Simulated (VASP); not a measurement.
# Os (P6_3/mmc) in VASP: further runs

The runs below take Os through electric field gradients, with PBEsol.

All numbers are computed with VASP 6.6.1; they aren't measurements. Logs are shortened: lines on timing, memory, paths and dates and some standing lists are left out, and cuts for length are marked.

## (1) The cell of the first run

The structure is hexagonal, space group P6_3/mmc (No. 194). Conventional cell: a = 2.716 Å, b = 2.716 Å, c = 4.291 Å, α = 90.00°, β = 90.00°, γ = 120.00°. Os (site symmetry -6m2) has 12 Os at 2.66 to 2.72 Å within 3.5 Å.

## (2) Electric field gradients, PBEsol (volume scaled by 0.98)

Contents of INCAR:

```
SYSTEM = Os
ALGO = Normal ; EDIFF = 1E-8
ENCUT = 520 ; GGA = PS
ISIF = 2 ; ISMEAR = -1
LASPH = .TRUE. ; LCHARG = .FALSE.
LEFG = .TRUE. ; LREAL = .FALSE.
LWAVE = .FALSE. ; NBANDS = 15
NELM = 80 ; PREC = Accurate
SIGMA = 0.08
```

Contents of KPOINTS:

```
k-points
0
G
  17 17 10
  0 0 0
```

Contents of POSCAR:

```
Os
1.0
    2.7157497583      0.0000000000      0.0000000000
   -1.3578748792      2.3519082811      0.0000000000
    0.0000000000      0.0000000000      4.2907078513
Os
2
Direct
    0.3333333333      0.6666666667      0.2500000000
    0.6666666667      0.3333333333      0.7500000000
```

Potentials or basis: VASP PAW PBE potentials, release 64 (Os).

Started as:

```console
> cat potpaw_PBE.64/Os/POTCAR > POTCAR
> mpirun -np 1 vasp_std > vasp.out
```

OUTCAR:

```text
SYSTEM = Os
   EDIFF = 1E-8
   ENCUT = 520
   GGA = PS
   ISIF = 2
   ISMEAR = -1
   LASPH = .TRUE.
   LREAL = .FALSE.
   NELM = 80
   PREC = Accurate

 ion  position               nearest neighbor table
   1  0.333  0.667  0.250-   2 2.66   2 2.66   2 2.66   2 2.66   2 2.66   2 2.66
   2  0.667  0.333  0.750-   1 2.66   1 2.66   1 2.66   1 2.66   1 2.66   1 2.66

  LATTYP: Found a hexagonal cell.
 ALAT       =     2.7157497583
 C/A-ratio  =     1.5799349105

  Lattice vectors:

 A1 = (   2.7157497583,   0.0000000000,   0.0000000000)
 A2 = (  -1.3578748792,   2.3519082811,   0.0000000000)
 A3 = (   0.0000000000,   0.0000000000,   4.2907078513)

Analysis of symmetry for initial positions (statically):
=====================================================================
 Subroutine PRICEL returns:
 Original cell was already a primitive cell.

 Routine SETGRP: Setting up the symmetry group for a
 hexagonal supercell.

 Subroutine GETGRP returns: Found 24 space group operations
 (whereof 12 operations were pure point group operations)
 out of a pool of 24 trial point group operations.

The static configuration has the point symmetry D_3d.
 The point group associated with its full space group is D_6h.

Analysis of symmetry for dynamics (positions and initial velocities):
=====================================================================
 Subroutine PRICEL returns:
 Original cell was already a primitive cell.

 Routine SETGRP: Setting up the symmetry group for a
 hexagonal supercell.

 Subroutine GETGRP returns: Found 24 space group operations
 (whereof 12 operations were pure point group operations)
 out of a pool of 24 trial point group operations.

The dynamic configuration has the point symmetry D_3d.
 The point group associated with its full space group is D_6h.

 Subroutine INISYM returns: Found 24 space group operations
 (whereof 12 operations are pure point group operations),
 and found     1 'primitive' translations

----------------------------------------------------------------------------------------

                                     Primitive cell

  volume of cell :      27.4056

  direct lattice vectors                    reciprocal lattice vectors
     2.715749758  0.000000000  0.000000000     0.368222439  0.212593324  0.000000000
    -1.357874879  2.351908281  0.000000000     0.000000000  0.425186649  0.000000000
     0.000000000  0.000000000  4.290707851     0.000000000  0.000000000  0.233061778

  length of vectors
     2.715749758  2.715749758  4.290707851     0.425186649  0.425186649  0.233061778

  position of ions in fractional coordinates (direct lattice)
     0.333333333  0.666666667  0.250000000
     0.666666667  0.333333333  0.750000000

  ion indices of the primitive-cell ions
   primitive index   ion index
                 1           1
                 2           2

----------------------------------------------------------------------------------------

 KPOINTS: k-points

Automatic generation of k-mesh.
 Grid dimensions read from file:
 generate k-points for:   17   17   10

 Generating k-lattice:

  Cartesian coordinates                     Fractional coordinates (reciprocal lattice)
     0.021660143  0.012505490  0.000000000     0.058823529  0.000000000  0.000000000
     0.000000000  0.025010979  0.000000000     0.000000000  0.058823529  0.000000000
     0.000000000  0.000000000  0.023306178     0.000000000  0.000000000  0.100000000

  Length of vectors
     0.025010979  0.025010979  0.023306178

  Shift w.r.t. Gamma in fractional coordinates (k-lattice)
     0.000000000  0.000000000  0.000000000

 Subroutine IBZKPT returns following result:
 ===========================================

 Found    198 irreducible k-points:

 Following reciprocal coordinates:
            Coordinates               Weight
  0.000000  0.000000  0.000000      1.000000
  0.058824  0.000000  0.000000      6.000000
  0.117647  0.000000  0.000000      6.000000
  0.176471  0.000000  0.000000      6.000000
  0.235294  0.000000  0.000000      6.000000
  0.294118  0.000000  0.000000      6.000000
[... 16 lines left out ...]
  0.411765  0.117647  0.000000     12.000000
  0.176471  0.176471  0.000000      6.000000
 [... further k-points ...]
   k-points           NKPTS =    198   k-points in BZ     NKDIM =    198   number of bands    NBANDS=     15
   number of dos      NEDOS =    301   number of ions     NIONS =      2
   total plane-waves  NPLWV =  12800
   dimension x,y,z NGX =    20 NGY =   20 NGZ =   32
   dimension x,y,z NGXF=    40 NGYF=   40 NGZF=   64
   ions per type =               2
   NGX,Y,Z   is equivalent  to a cutoff of  12.24, 12.24, 12.40 a.u.
   NGXF,Y,Z  is equivalent  to a cutoff of  24.49, 24.49, 24.80 a.u.
 SYSTEM =  Os
   PREC   = accura    normal or accurate (medium, high low for compatibility)
   ISTART =      0    job   : 0-new  1-cont  2-samecut
   ICHARG =      2    charge: 1-file 2-atom 10-const
   ISPIN  =      1    spin polarized calculation?
   LNONCOLLINEAR =      F non collinear calculations
   LSORBIT =      F    spin-orbit coupling
   LASPH  =      T    aspherical Exc in radial PAW
   ENCUT  =  520.0 eV  38.22 Ry    6.18 a.u.   5.05  5.05  7.98*2*pi/ulx,y,z
   NELM   =     80;   NELMIN=  2; NELMDL= -5     # of ELM steps
   EDIFF  = 0.1E-07   stopping-criterion for ELM
   LREAL  =      F    real-space projection
   EDIFFG = 0.1E-06   stopping-criterion for IOM
   NSW    =      0    number of steps for IOM
   IBRION =     -1    ionic relax: 0-MD 1-quasi-New 2-CG
   NFREE  =      0    steps in history (QN), initial steepest desc. (CG)
   ISIF   =      2    stress and relaxation
   ISYM   =      2    0-nonsym 1-usesym 2-fastsym
   POTIM  = 0.5000    time-step for ionic-motion
   TEBEG  =    0.0;   TEEND  =   0.0 temperature during run
   PSTRESS=    0.0 pullay stress
   NELECT =      16.0000    total number of electrons
   NUPDOWN=      -1.0000    fix difference up-down
   EMIN   =  10.00;   EMAX   =-10.00  energy-range for DOS
   EFERMI =   0.00;   METHOD = LEGACY
   ISMEAR =    -1;   SIGMA  =   0.08  broadening in eV -4-tet -1-fermi 0-gaus
   EFERMI_NEDOS =   21; number of points for ismear=-14 and -15
   IALGO  =     38    algorithm
   IMIX   =      4    mixing-type and parameters
     AMIX     =   0.40;   BMIX     =  1.00
     AMIX_MAG =   1.60;   BMIX_MAG =  1.00
  volume/ion in A,a.u.               =      13.70        92.47
  Fermi-wavevector in a.u.,A,eV,Ry     =   1.368259  2.585636 25.471930  1.872134
  Thomas-Fermi vector in A             =   2.494239
   LORBIT       =      0    0 simple, 1 ext, 2 COOP (PROOUT), +10 PAW based schemes
   GGA     = PS    functional components
   LHFCALC =     F    Hartree Fock is set to
   AEXX    =    0.0000 exact exchange contribution
   IVDW    =     0    specifies the selected vdW correction
   LEPSILON=     F    determine dielectric tensor
   LRPA    =     F    only Hartree local field effects (RPA)
 non-spin polarized calculation
  energy-cutoff  :      520.00
  volume of cell :       27.41
 maximum number of plane-waves:       754
   NGX = 11   NGY = 11   NGZ = 15

 number of electron      15.9999998 magnetization

 Free energy of the ion-electron system (eV)
  ---------------------------------------------------
  ext. energy  EPLUGINS =         0.00000000
  ---------------------------------------------------
  free energy    TOTEN  =       -24.48794646 eV

  energy without entropy =      -24.46188583  energy(sigma->0) =      -24.47491614

 E-fermi :   9.6626     XC(G=0): -14.2723

 val. band max:        9.6512106775   @ k =   0.1176   0.1176   0.3000
 cond. band min:       9.6696917546   @ k =   0.1765   0.0588   0.3000
 fundamental gap:      0.0184810771
 Fermi energy:         9.6626049137

 k-point     1 :       0.0000    0.0000    0.0000
  band No.  band energies     occupation
      1      -1.5605      2.00000
      2       1.5954      2.00000
      3       6.4542      2.00000
      4       6.4542      2.00000
      5       6.7222      2.00000
      6       7.3293      2.00000
      7       7.3293      2.00000
      8       8.0117      2.00000
      9       8.0117      2.00000
     10       9.6244      1.23423
     11      11.3701      0.00000
     12      11.3701      0.00000
     13      18.9145      0.00000
     14      23.6502      0.00000
     15      26.4163      0.00000

 k-point     2 :       0.0588    0.0000    0.0000
  band No.  band energies     occupation
      1      -1.4164      2.00000
      2       1.7244      2.00000
      3       6.1338      2.00000
      4       6.5820      2.00000
      5       7.0018      2.00000
      6       7.2414      2.00000
      7       7.4487      2.00000
      8       7.8329      2.00000
      9       7.9065      2.00000
     10       8.9637      1.99968
     11      11.4444      0.00000
     12      12.2450      0.00000
     13      18.9065      0.00000
     14      23.9540      0.00000
     15      26.6067      0.00000

 k-point     3 :       0.1176    0.0000    0.0000
  band No.  band energies     occupation
      1      -0.9977      2.00000
      2       2.0818      2.00000
      3       5.6691      2.00000
      4       6.9597      2.00000
      5       6.9757      2.00000
      6       7.1190      2.00000
      7       7.4393      2.00000
      8       7.6317      2.00000
      9       7.8008      2.00000
     10       8.3121      2.00000
     11      11.6297      0.00000
     12      13.7267      0.00000
     13      18.8546      0.00000
     14      24.7737      0.00000
     15      27.0917      0.00000
[... 343 lines left out ...]
 k-point    23 :       0.4118    0.1176    0.0000
  band No.  band energies     occupation
      1       2.6151      2.00000
      2       2.7867      2.00000
      3       2.9794      2.00000
      4       5.8679      2.00000
      5       6.1049      2.00000
      6       6.8580      2.00000
      7       7.7255      2.00000
      8      11.5122      0.00000
      9      11.8067      0.00000
     10      12.2122      0.00000
     11      14.1540      0.00000
     12      16.0588      0.00000
     13      19.4683      0.00000
     14      19.8804      0.00000
     15      22.4454      0.00000

 k-point    24 :       0.1765    0.1765    0.0000
  band No.  band energies     occupation
      1       1.6118      2.00000
      2       3.6671      2.00000
      3       4.2664      2.00000
      4       4.2777      2.00000
      5       6.0765      2.00000
      6       6.5720      2.00000
      7       7.6496      2.00000
      8       8.7428      1.99998
      9       9.9021      0.09543
     10      10.8640      0.00000
     11      11.9923      0.00000
     12      18.3716      0.00000
     13      19.0683      0.00000
     14      22.7198      0.00000
     15      23.2026      0.00000

 [... further k-points ...]
[... 5 lines left out ...]
  --------------------------------------------------------------------------------------
  -------------------------------------------------------------------------------------
  Total        1.1777050      1.1777050      1.1647744     -0.0000000     -0.0000000      0.0000000
  in kB       68.8506455     68.8506455     68.0946991     -0.0000000     -0.0000000      0.0000000
  external PRESSURE =      68.5986634 kB  Pullay stress =       0.0000000 kB

 VOLUME and BASIS-vectors are now :
 -----------------------------------------------------------------------------
  energy-cutoff  :      520.00
  volume of cell :       27.41
      direct lattice vectors                 reciprocal lattice vectors
     2.715749758  0.000000000  0.000000000     0.368222439  0.212593324  0.000000000
    -1.357874879  2.351908281  0.000000000     0.000000000  0.425186649  0.000000000
     0.000000000  0.000000000  4.290707851     0.000000000  0.000000000  0.233061778

 POSITION                                       TOTAL-FORCE (eV/Angst)
 -----------------------------------------------------------------------------------
     -0.00000      1.56794      1.07268         0.000000     -0.000000      0.000000
      1.35787      0.78397      3.21803        -0.000000      0.000000      0.000000
 -----------------------------------------------------------------------------------
    total drift:                               -0.000000      0.000000     -0.000000

  FREE ENERGIE OF THE ION-ELECTRON SYSTEM (eV)
  ---------------------------------------------------
  free  energy   TOTEN  =       -24.4879464592 eV

  energy  without entropy=      -24.4618858303  energy(sigma->0) =      -24.47491614

 Electric field gradients (V/A^2)
---------------------------------------------------------------------
 ion       V_xx      V_yy      V_zz      V_xy      V_xz      V_yz
---------------------------------------------------------------------
   1      41.624    41.624   -83.248     0.000     0.000    -0.000
   2      41.624    41.624   -83.248     0.000    -0.000     0.000
---------------------------------------------------------------------

 Electric field gradients after diagonalization (V/A^2)
 (convention: |V_zz| > |V_xx| > |V_yy|)
----------------------------------------------------------------------
 ion       V_xx      V_yy      V_zz     asymmetry (V_yy - V_xx)/ V_zz
----------------------------------------------------------------------
   1      41.624    41.624   -83.248       0.000
   2      41.624    41.624   -83.248       0.000
----------------------------------------------------------------------

           NMR quadrupolar parameters

 Cq : quadrupolar parameter    Cq=e*Q*V_zz/h
 eta: asymmetry parameters     (V_yy - V_xx)/ V_zz
 Q  : nuclear electric quadrupole moment in mb (millibarn)
----------------------------------------------------------------------
 ion       Cq(MHz)       eta       Q (mb)
----------------------------------------------------------------------
   1      -0.201       0.000       1.000
   2      -0.201       0.000       1.000
----------------------------------------------------------------------
```

Wall time 54 s (1 thread of Intel Xeon Platinum 8375C at 2.90GHz (Ice Lake), shared host); peak memory 0.19 GiB.

Results:

```yaml
Free_energy: -24.4879 eV
Pressure: 6.9 GPa
Band_gap_on_the_k_mesh: zero (band 8 reaches 11.77 eV, above the bottom of band 9 at 7.70 eV)
```

Stress tensor (GPa, compression positive):
```
6.89 0.00 0.00
0.00 6.89 0.00
0.00 0.00 6.81
```

Electric field gradients, principal values (V/Å²):
| atom | least | middle | greatest (by size) |
| --- | --- | --- | --- |
| 1 Os | 41.624 | 41.624 | -83.248 |
| 2 Os | 41.624 | 41.624 | -83.248 |

Caveat: without QUAD_EFG the Cq values of the log hold for a quadrupole moment of 1 mb, not for the nuclei; the PAW data sets were made with another functional, which shifts forces and pressure a little; spin-orbit coupling is left out, which moves the levels of the heavy elements.

[end of part 1 of 4]
